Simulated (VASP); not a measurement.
## Sn2Pb: relaxation of cell and atoms with PBE

Sn2Pb:

```
Sn Pb
1.0
     3.27420    0.00000    0.00000
    -1.63710    2.83554    0.00000
     0.00000    0.00000    9.68954
Sn Pb
2 1
Cartesian
  0.0000 0.0000 3.2753
  0.0000 0.0000 6.4143
  0.0000 0.0000 0.0000
```

The cell was generated, and may not be a known phase.

```json
{
  "Program": "VASP 6.6.1",
  "Task": "relaxation of cell and atoms",
  "Functional": "PBE",
  "Potentials or basis": "VASP PAW PBE potentials, release 64 (Sn_d, Pb_d)",
  "Cutoff": "600 eV",
  "k mesh": "12 × 12 × 4",
  "Occupations": "gaussian, width 0.1 eV",
  "Spin": "no spin polarisation",
  "Dipole correction": "no",
  "Further INCAR settings": "ALGO = Fast; EDIFF = 1e-06; IBRION = 2; EDIFFG = -0.01; NSW = 100; ISIF = 3"
}
```

| Quantity | Value |
| --- | --- |
| Relaxed volume | 29.97 Å³/atom |
| Relaxed cell | a = 3.323 Å, b = 3.323 Å, c = 9.398 Å, α = 90.00°, β = 90.00°, γ = 120.00° |
| Space group after relaxing (to 0.1 Å) | P6/mmm (No. 191) |
| Energy gained by relaxing | 12.3 meV/atom |
| Ionic steps | 7 |
| Pressure after relaxing | 0.0 GPa |

Forces on the atoms (eV/Å):
```
Sn   0.000  0.000 -0.003
Sn   0.000  0.000  0.003
Pb   0.000  0.000  0.000
```

The path:
| step | energy change (eV) | largest force (eV/Å) | pressure (GPa) | volume (Å³) |
| --- | --- | --- | --- | --- |
| 1 | 0.0000 | 0.0378 | 0.30 | 89.96 |
| 2 | -0.0358 | 0.0037 | -0.36 | 90.64 |
| 3 | -0.0359 | 0.0056 | -0.37 | 90.67 |
| 4 | -0.0359 | 0.0061 | -0.40 | 90.69 |
| 5 | -0.0368 | 0.0111 | 0.08 | 89.72 |
| 6 | -0.0369 | 0.0113 | -0.01 | 89.92 |
| 7 | -0.0369 | 0.0026 | -0.01 | 89.90 |

Final structure:
```cif
data_structure
_symmetry_space_group_name_H-M 'P 1'
_symmetry_Int_Tables_number 1
_cell_length_a 3.3234
_cell_length_b 3.3234
_cell_length_c 9.3982
_cell_angle_alpha 90.000
_cell_angle_beta 90.000
_cell_angle_gamma 120.000
_cell_volume 89.90
loop_
_atom_site_label
_atom_site_type_symbol
_atom_site_fract_x
_atom_site_fract_y
_atom_site_fract_z
_atom_site_occupancy
Sn1 Sn 0.00000 0.00000 0.33815 1
Sn2 Sn 0.00000 0.00000 0.66185 1
Pb1 Pb 0.00000 0.00000 0.00000 1
```

Levels at points of the mesh, in eV from the Fermi level:
```
           k point  band 17  band 18  band 19  band 20  band 21  band 22  band 23  band 24  band 25
(0.00, 0.00, 0.00)    -9.53    -8.73    -2.38    -2.17     5.09     6.61     6.61     8.21     8.69
(0.50, 0.00, 0.00)    -5.93    -5.03    -4.13    -2.73    -2.57     0.75     1.19     3.26     4.75
(0.00, 0.00, 0.50)   -10.10    -7.95    -4.36     1.54     1.75     6.89     6.89     7.38     7.38
(0.50, 0.00, 0.50)    -6.46    -4.13    -3.76    -3.68    -1.86    -1.35     3.42     3.56     3.86
```

Run time: 5.3 min on 1 thread of AMD EPYC 9R45 96-Core Processor (Zen 5), with other jobs on the host, peak memory 0.32 GiB.

Caveat: the highest band is partly filled, so the run has too few bands; spin-orbit coupling is left out, which moves the levels of the heavy elements.
